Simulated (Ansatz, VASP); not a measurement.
# WSe2: VASP beside Ansatz

INCAR

```
PREC = Accurate ; ENCUT = 520
EDIFF = 1E-7 ; ISMEAR = 0
SIGMA = 0.02 ; LREAL = False
LASPH = True ; NELM = 80
ALGO = Normal ; ISIF = 2
LWAVE = False ; LCHARG = False
LDIPOL = True ; IDIPOL = 3
DIPOL = 0.5 0.5 0.500 ; GGA = PE
IVDW = 12 ; NBANDS = 20
```

The input KPOINTS:

```
Automatic mesh
0
Gamma
  9 9 1
```

POSCAR

```
WSe2
1.0
    3.4170000000      0.0000000000      0.0000000000
   -1.7085000000      2.9592088047      0.0000000000
    0.0000000000      0.0000000000     32.7373831004
Se W
2 1
Direct
    0.3333333333      0.6666666667      0.4512178480
    0.3333333333      0.6666666667      0.5487821520
    0.6666666667      0.3333333333      0.5000000000
```

Input for Ansatz:

```yaml
crystal:
  lattice:
    - [3.417, 0.0, 0.0]
    - [-1.7085, 2.9592088047, 0.0]
    - [0.0, 0.0, 32.7373831004]
  atoms:
    - { symbol: Se, position: [0.3333333333, 0.6666666667, 0.451217848] }
    - { symbol: W, position: [0.6666666667, 0.3333333333, 0.5] }
    - { symbol: Se, position: [0.3333333333, 0.6666666667, 0.548782152] }
  periodic: [true, true, false]
basis:
  ecutwfc: 420
kpoints:
  mp_grid: { grid: [9, 9, 1] }
hamiltonian:
  xc: pbe
  pseudopotentials: { kind: paw, azcp: { folder: soft_1 } }
  dispersion: d3bj
scf:
  occupations: { method: gaussian, width: 0.02 }
output:
  forces: true
  stress: true
  eigenvalues: true
```

Alike in both runs: task single point; functional PBE; dispersion D3(BJ); k mesh 9 × 9 × 1; occupations gaussian, width 0.02 eV; no spin polarisation.

|  | VASP | Ansatz |
| --- | --- | --- |
| version | VASP 6.6.1 | Ansatz 0.2.0 |
| potentials or method | VASP PAW PBE potentials, release 64 (Se, W_sv), cutoff 520 eV | scalar-relativistic, plane waves, PAW |
| valence electrons in the cell | 26 | 46 |

VASP gave:

```
gap on the k mesh at the Fermi level (eV) : 0.95
least direct gap on the mesh (eV)         : 1.15
rms of the force components (eV/Å)        : 0.367
```

Estimate Ansatz's values.

gap on the k mesh at the Fermi level (eV): 0.96; least direct gap on the mesh (eV): 1.15; rms of the force components (eV/Å): 0.345.

VASP's potentials hold 26 valence electrons a cell and Ansatz's 46, so a difference there can come from the potentials and not from the codes.

Spin-orbit coupling is off throughout.
